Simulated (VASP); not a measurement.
# BAs (I-4m2) in VASP: further runs

Runs on BAs. Level: PBE. Tasks: single point.

Everything below comes from runs of VASP 6.6.1. Logs are shortened: lines on timing, memory, paths and dates and some standing lists are left out, and cuts for length are marked.

## (1) The cell of the first run

The structure is tetragonal, space group I-4m2 (No. 119). Conventional cell: a = 3.310 Å, b = 3.310 Å, c = 4.777 Å, α = 90.00°, β = 90.00°, γ = 90.00°. B (site symmetry -4m2) has 4 As at 2.04 Å within 2.7 Å. Within 2.7 Å of As (site symmetry -4m2) lie 4 B at 2.04 Å.

## (2) Single point, PBE (equal xx and yy strain of -2 %)

Input file INCAR:

```
SYSTEM = BAs
PREC = Accurate
ENCUT = 520
EDIFF = 1E-7
ISMEAR = -1
SIGMA = 0.03
LREAL = .FALSE.
LASPH = .TRUE.
NELM = 60
ALGO = Normal
ISIF = 2
LWAVE = .FALSE.
LCHARG = .TRUE.
GGA = PE
LELF = .TRUE.
LVHAR = .TRUE.
NBANDS = 11
```

Input file KPOINTS:

```
Automatic mesh
0
G
  15 15 15
  0 0 0
```

Input file POSCAR:

```
BAs
1.0
    0.0000000000      2.3407300000      2.3885000000
    2.3407300000      0.0000000000      2.3885000000
    2.3407300000      2.3407300000      0.0000000000
B As
1 1
Direct
    0.0000000000      0.0000000000      0.0000000000
    0.7500000000      0.7500000000      0.7500000000
```

Potentials or basis: VASP PAW PBE potentials, release 64 (B, As).

On the command line:

```bash
> cat potpaw_PBE.64/B/POTCAR potpaw_PBE.64/As/POTCAR > POTCAR
> mpirun -np 1 vasp_std > vasp.out
```

OUTCAR:

```text
SYSTEM = BAs
   PREC = Accurate
   ENCUT = 520
   EDIFF = 1E-7
   ISMEAR = -1
   LREAL = .FALSE.
   LASPH = .TRUE.
   NELM = 60
   ISIF = 2
   GGA = PE

 ion  position               nearest neighbor table
   1  0.000  0.000  0.000-   2 2.04   2 2.04   2 2.04   2 2.04
   2  0.750  0.750  0.750-   1 2.04   1 2.04   1 2.04   1 2.04

  LATTYP: Found a body centered tetragonal cell.
 ALAT       =     3.3102921119
 C/A-ratio  =     1.4430750636

  Lattice vectors:

 A1 = (  -2.3407300000,   0.0000000000,   2.3885000000)
 A2 = (   2.3407300000,   0.0000000000,   2.3885000000)
 A3 = (   0.0000000000,   2.3407300000,  -2.3885000000)

Analysis of symmetry for initial positions (statically):
=====================================================================
 Subroutine PRICEL returns:
 Original cell was already a primitive cell.

 Routine SETGRP: Setting up the symmetry group for a
 body centered tetragonal supercell.

 Subroutine GETGRP returns: Found  8 space group operations
 (whereof  8 operations were pure point group operations)
 out of a pool of 16 trial point group operations.

The static configuration has the point symmetry D_2d.

Analysis of symmetry for dynamics (positions and initial velocities):
=====================================================================
 Subroutine PRICEL returns:
 Original cell was already a primitive cell.

 Routine SETGRP: Setting up the symmetry group for a
 body centered tetragonal supercell.

 Subroutine GETGRP returns: Found  8 space group operations
 (whereof  8 operations were pure point group operations)
 out of a pool of 16 trial point group operations.

The dynamic configuration has the point symmetry D_2d.

 Subroutine INISYM returns: Found  8 space group operations
 (whereof  8 operations are pure point group operations),
 and found     1 'primitive' translations

----------------------------------------------------------------------------------------

                                     Primitive cell

  volume of cell :      26.1733

  direct lattice vectors                    reciprocal lattice vectors
     0.000000000  2.340730000  2.388500000    -0.213608575  0.213608575  0.209336404
     2.340730000  0.000000000  2.388500000     0.213608575 -0.213608575  0.209336404
     2.340730000  2.340730000  0.000000000     0.213608575  0.213608575 -0.209336404

  length of vectors
     3.344241197  3.344241197  3.310292112     0.367530919  0.367530919  0.367530919

  position of ions in fractional coordinates (direct lattice)
     0.000000000  0.000000000  0.000000000
     0.750000000  0.750000000  0.750000000

  ion indices of the primitive-cell ions
   primitive index   ion index
                 1           1
                 2           2

----------------------------------------------------------------------------------------

 KPOINTS: Automatic mesh

Automatic generation of k-mesh.
 Grid dimensions read from file:
 generate k-points for:   15   15   15

 Generating k-lattice:

  Cartesian coordinates                     Fractional coordinates (reciprocal lattice)
    -0.014240572  0.014240572  0.013955760     0.066666667  0.000000000  0.000000000
     0.014240572 -0.014240572  0.013955760     0.000000000  0.066666667  0.000000000
     0.014240572  0.014240572 -0.013955760    -0.000000000 -0.000000000  0.066666667

  Length of vectors
     0.024502061  0.024502061  0.024502061

  Shift w.r.t. Gamma in fractional coordinates (k-lattice)
     0.000000000  0.000000000  0.000000000

 Subroutine IBZKPT returns following result:
 ===========================================

 Found    288 irreducible k-points:

 Following reciprocal coordinates:
            Coordinates               Weight
  0.000000  0.000000  0.000000      1.000000
  0.066667  0.000000  0.000000      8.000000
  0.133333  0.000000  0.000000      8.000000
  0.200000  0.000000  0.000000      8.000000
  0.266667  0.000000  0.000000      8.000000
  0.333333  0.000000  0.000000      8.000000
[... 16 lines left out ...]
  0.133333  0.133333  0.000000      2.000000
  0.200000  0.133333  0.000000      8.000000
 [... further k-points ...]
   k-points           NKPTS =    288   k-points in BZ     NKDIM =    288   number of bands    NBANDS=     11
   number of dos      NEDOS =    301   number of ions     NIONS =      2
   total plane-waves  NPLWV =  21952
   dimension x,y,z NGX =    28 NGY =   28 NGZ =   28
   dimension x,y,z NGXF=    56 NGYF=   56 NGZF=   56
   ions per type =               1   1
   NGX,Y,Z   is equivalent  to a cutoff of  13.92, 13.92, 14.06 a.u.
   NGXF,Y,Z  is equivalent  to a cutoff of  27.84, 27.84, 28.12 a.u.
 SYSTEM =  BAs
   PREC   = accura    normal or accurate (medium, high low for compatibility)
   ISTART =      0    job   : 0-new  1-cont  2-samecut
   ICHARG =      2    charge: 1-file 2-atom 10-const
   ISPIN  =      1    spin polarized calculation?
   LNONCOLLINEAR =      F non collinear calculations
   LSORBIT =      F    spin-orbit coupling
   LASPH  =      T    aspherical Exc in radial PAW
   ENCUT  =  520.0 eV  38.22 Ry    6.18 a.u.   6.22  6.22  6.15*2*pi/ulx,y,z
   NELM   =     60;   NELMIN=  2; NELMDL= -5     # of ELM steps
   EDIFF  = 0.1E-06   stopping-criterion for ELM
   LREAL  =      F    real-space projection
   EDIFFG = 0.1E-05   stopping-criterion for IOM
   NSW    =      0    number of steps for IOM
   IBRION =     -1    ionic relax: 0-MD 1-quasi-New 2-CG
   NFREE  =      0    steps in history (QN), initial steepest desc. (CG)
   ISIF   =      2    stress and relaxation
   ISYM   =      2    0-nonsym 1-usesym 2-fastsym
   POTIM  = 0.5000    time-step for ionic-motion
   TEBEG  =    0.0;   TEEND  =   0.0 temperature during run
   PSTRESS=    0.0 pullay stress
   NELECT =       8.0000    total number of electrons
   NUPDOWN=      -1.0000    fix difference up-down
   EMIN   =  10.00;   EMAX   =-10.00  energy-range for DOS
   EFERMI =   0.00;   METHOD = LEGACY
   ISMEAR =    -1;   SIGMA  =   0.03  broadening in eV -4-tet -1-fermi 0-gaus
   EFERMI_NEDOS =   21; number of points for ismear=-14 and -15
   IALGO  =     38    algorithm
   IMIX   =      4    mixing-type and parameters
     AMIX     =   0.40;   BMIX     =  1.00
     AMIX_MAG =   1.60;   BMIX_MAG =  1.00
  volume/ion in A,a.u.               =      13.09        88.31
  Fermi-wavevector in a.u.,A,eV,Ry     =   1.102771  2.083936 16.546113  1.216105
  Thomas-Fermi vector in A             =   2.239219
   LORBIT       =      0    0 simple, 1 ext, 2 COOP (PROOUT), +10 PAW based schemes
   GGA     = PE    functional components
   LHFCALC =     F    Hartree Fock is set to
   AEXX    =    0.0000 exact exchange contribution
   IVDW    =     0    specifies the selected vdW correction
   LEPSILON=     F    determine dielectric tensor
   LRPA    =     F    only Hartree local field effects (RPA)
 non-spin polarized calculation
  energy-cutoff  :      520.00
  volume of cell :       26.17
 maximum number of plane-waves:       717
 NGX is ok and might be reduce to    28
   NGX = 13   NGY = 13   NGZ = 13

 number of electron       8.0000000 magnetization

 Free energy of the ion-electron system (eV)
  ---------------------------------------------------
  ext. energy  EPLUGINS =         0.00000000
  ---------------------------------------------------
  free energy    TOTEN  =       -11.35777295 eV

  energy without entropy =      -11.35777295  energy(sigma->0) =      -11.35777295

 E-fermi :   7.1238     XC(G=0): -10.7608

 val. band max:        6.6484209814   @ k =   0.0000   0.0000   0.0000
 cond. band min:       7.6244689244   @ k =   0.4000   0.0000   0.4000
 fundamental gap:      0.9760479430
 Fermi energy:         7.1237916796

 k-point     1 :       0.0000    0.0000    0.0000
  band No.  band energies     occupation
      1      -9.1966      2.00000
      2       6.4429      2.00000
      3       6.6484      2.00000
      4       6.6484      2.00000
      5       9.8678      0.00000
      6       9.8678      0.00000
      7       9.9981      0.00000
      8      11.7816      0.00000
      9      16.3666      0.00000
     10      19.3899      0.00000
     11      19.9836      0.00000

 k-point     2 :       0.0667    0.0000    0.0000
  band No.  band energies     occupation
      1      -9.1208      2.00000
      2       5.8441      2.00000
      3       6.3704      2.00000
      4       6.4982      2.00000
      5      10.0322      0.00000
      6      10.0703      0.00000
      7      10.2011      0.00000
      8      12.1470      0.00000
      9      16.6828      0.00000
     10      18.7410      0.00000
     11      19.2509      0.00000

 k-point     3 :       0.1333    0.0000    0.0000
  band No.  band energies     occupation
      1      -8.8945      2.00000
      2       4.3717      2.00000
      3       5.9960      2.00000
      4       6.1501      2.00000
      5      10.1003      0.00000
      6      10.5458      0.00000
      7      10.6257      0.00000
      8      13.0718      0.00000
      9      17.4547      0.00000
     10      18.0209      0.00000
     11      18.4096      0.00000

 k-point     4 :       0.2000    0.0000    0.0000
  band No.  band energies     occupation
      1      -8.5228      2.00000
      2       2.7263      2.00000
      3       5.5776      2.00000
      4       5.7558      2.00000
      5       9.9697      0.00000
      6      11.0558      0.00000
      7      11.0836      0.00000
      8      14.0964      0.00000
      9      17.6490      0.00000
     10      17.9665      0.00000
     11      18.1098      0.00000
[... 239 lines left out ...]
 k-point    22 :      -0.0667    0.0667    0.0000
  band No.  band energies     occupation
      1      -8.9921      2.00000
      2       5.2251      2.00000
      3       5.5918      2.00000
      4       6.5278      2.00000
      5      10.0857      0.00000
      6      10.1590      0.00000
      7      10.7290      0.00000
      8      12.6543      0.00000
      9      17.1767      0.00000
     10      18.2119      0.00000
     11      18.8663      0.00000

 k-point    23 :       0.1333    0.1333    0.0000
  band No.  band energies     occupation
      1      -8.8036      2.00000
      2       4.8640      2.00000
      3       5.3232      2.00000
      4       5.3232      2.00000
      5       9.2336      0.00000
      6      11.6447      0.00000
      7      11.6447      0.00000
      8      12.6332      0.00000
      9      16.3728      0.00000
     10      17.8639      0.00000
     11      20.4060      0.00000

 k-point    24 :       0.2000    0.1333    0.0000
  band No.  band energies     occupation
      1      -8.5346      2.00000
      2       3.6853      2.00000
      3       4.8932      2.00000
      4       5.0375      2.00000
      5       9.2460      0.00000
      6      11.8864      0.00000
      7      12.2984      0.00000
      8      12.8836      0.00000
      9      16.3346      0.00000
     10      18.6934      0.00000
     11      20.1455      0.00000

 [... further k-points ...]
[... 5 lines left out ...]
  --------------------------------------------------------------------------------------
  -------------------------------------------------------------------------------------
  Total        1.8466144      1.8466144      1.1205819      0.0000000      0.0000000      0.0000000
  in kB      113.0391581    113.0391581     68.5956061      0.0000000      0.0000000      0.0000000
  external PRESSURE =      98.2246408 kB  Pullay stress =       0.0000000 kB

 VOLUME and BASIS-vectors are now :
 -----------------------------------------------------------------------------
  energy-cutoff  :      520.00
  volume of cell :       26.17
      direct lattice vectors                 reciprocal lattice vectors
     0.000000000  2.340730000  2.388500000    -0.213608575  0.213608575  0.209336404
     2.340730000  0.000000000  2.388500000     0.213608575 -0.213608575  0.209336404
     2.340730000  2.340730000  0.000000000     0.213608575  0.213608575 -0.209336404

 POSITION                                       TOTAL-FORCE (eV/Angst)
 -----------------------------------------------------------------------------------
      0.00000      0.00000      0.00000         0.000000      0.000000     -0.000000
      3.51110      3.51110      3.58275        -0.000000     -0.000000      0.000000
 -----------------------------------------------------------------------------------
    total drift:                                0.000000      0.000000      0.000000

  FREE ENERGIE OF THE ION-ELECTRON SYSTEM (eV)
  ---------------------------------------------------
  free  energy   TOTEN  =       -11.3577729469 eV

  energy  without entropy=      -11.3577729467  energy(sigma->0) =      -11.35777295
```

It took 74 s on 1 thread of AMD EPYC 7R13 (Zen 3), shared host; peak memory 0.19 GiB.

What came out:

| Property | Result |
| --- | --- |
| Free energy | -11.3578 eV |
| Pressure | 9.8 GPa |
| Band gap on the k mesh | 0.98 eV, indirect (least direct gap 3.22 eV) |

Levels at points of the mesh, in eV from the valence-band top:
| k point | band 1 | band 2 | band 3 | band 4 | band 5 | band 6 | band 7 | band 8 | band 9 |
| --- | --- | --- | --- | --- | --- | --- | --- | --- | --- |
| (0.00, 0.00, 0.00) | -15.84 | -0.21 | 0.00 | 0.00 | 3.22 | 3.22 | 3.35 | 5.13 | 9.72 |

Caveat: the cell differs from its parent crystal (equal xx and yy strain of -2 %).

## (3) Single point, PBE (equal xx and yy strain of +1 %)

Input file INCAR:

```
PREC     = Accurate       # precision mode
ENCUT    = 520            # plane-wave cutoff, eV
EDIFF    = 1E-7           # SCF threshold, eV
ISMEAR   = -1             # smearing method
SIGMA    = 0.03           # smearing width, eV
LREAL    = F              # projectors in reciprocal space
LASPH    = T              # aspherical terms in the spheres
NELM     = 100            # most SCF steps
ALGO     = Normal         # electronic algorithm
ISIF     = 2              # what is computed and relaxed
LWAVE    = F              # write WAVECAR
LCHARG   = F              # write CHGCAR
GGA      = PE             # functional
NBANDS   = 11             # bands
```

Input file KPOINTS:

```
regular mesh
0
Gamma
  15 15 15
```

Input file POSCAR:

```
BAs
1.0
    0.0000000000      2.4123850000      2.3885000000
    2.4123850000      0.0000000000      2.3885000000
    2.4123850000      2.4123850000      0.0000000000
B As
1 1
Direct
    0.0000000000      0.0000000000      0.0000000000
    0.7500000000      0.7500000000      0.7500000000
```

Potentials or basis: VASP PAW PBE potentials, release 64 (B, As).

On the command line:

```bash
> cat potpaw_PBE.64/B/POTCAR potpaw_PBE.64/As/POTCAR > POTCAR
> mpirun -np 1 vasp_std > vasp.out
```

Wall time 94 s (1 thread of AMD EPYC 7R13 (Zen 3), shared host); peak memory 0.2 GiB.

It converged, with:

```yaml
Free_energy: -11.4126 eV
Pressure: 0.6 GPa
Band_gap_on_the_k_mesh: 1.05 eV, indirect (least direct gap 3.15 eV)
```

Stress tensor (GPa, compression positive):
```
-0.02  0.00  0.00
 0.00 -0.02  0.00
 0.00  0.00  1.96
```

Levels at points of the mesh, in eV from the valence-band top:
```csv
k point,band 2,band 3,band 4,band 5,band 6,band 7
"(0.00, 0.00, 0.00)",-0.09,-0.09,0.00,3.15,3.21,3.21
```

Caveat: the cell differs from its parent crystal (equal xx and yy strain of +1 %). A k mesh can miss the band edges.

## (4) Single point, PBE (equal xx and yy strain of +3 %)

Input file INCAR:

```
ALGO = Normal ; EDIFF = 1E-7
ENCUT = 520 ; GGA = PE
ISIF = 2 ; ISMEAR = -1
LASPH = T ; LCHARG = F
LREAL = F ; LWAVE = F
NBANDS = 11 ; NELM = 100
PREC = Accurate ; SIGMA = 0.03
```

Input file KPOINTS:

```
k-points
0
Gamma
  15 15 15
```

Input file POSCAR:

```
BAs
1.0
    0.0000000000      2.4601550000      2.3885000000
    2.4601550000      0.0000000000      2.3885000000
    2.4601550000      2.4601550000      0.0000000000
B As
1 1
Direct
    0.0000000000      0.0000000000      0.0000000000
    0.7500000000      0.7500000000      0.7500000000
```

On the command line:

```bash
> cat potpaw_PBE.64/B/POTCAR potpaw_PBE.64/As/POTCAR > POTCAR
> mpirun -np 1 vasp_std > vasp.out
```

Run time: 2 min. Hardware: 1 thread of AMD EPYC 7R13 (Zen 3), shared host; peak memory 0.2 GiB.

The run converged. Its results:

```
Free energy            : -11.3910 eV
Pressure               : -4.2 GPa
Band gap on the k mesh : 0.81 eV, indirect (least direct gap 2.91 eV)
```

Stress tensor (GPa, compression positive):
```
-6.07  0.00  0.00
 0.00 -6.07  0.00
 0.00  0.00 -0.54
```

Levels at points of the mesh, in eV from the valence-band top:
```
           k point  band 2  band 3  band 4  band 5  band 6  band 7
(0.00, 0.00, 0.00)   -0.27   -0.27    0.00    2.91    3.10    3.10
```

Caveat: the cell differs from its parent crystal (equal xx and yy strain of +3 %).

## (5) Summary

| cell | gap on the mesh (eV) | pressure (GPa) |
| --- | --- | --- |
| a = 3.344, b = 3.344, c = 3.310 Å, angles 60.3, 60.3, 59.3°, 2 atoms | 0.98 | 9.8 |
| a = 3.395, b = 3.395, c = 3.412 Å, angles 59.8, 59.8, 60.3°, 2 atoms | 1.05 | 0.6 |
| a = 3.429, b = 3.429, c = 3.479 Å, angles 59.5, 59.5, 61.0°, 2 atoms | 0.81 | -4.2 |

Alike in all rows: task single point; level PBE; potentials or basis VASP PAW PBE potentials, release 64 (B, As); no spin polarisation; k mesh 15 × 15 × 15; cutoff (eV) 520; smearing fermi-dirac 0.03 eV.

Total energies depend on the potentials used, so only differences within one code and one set of settings carry meaning.
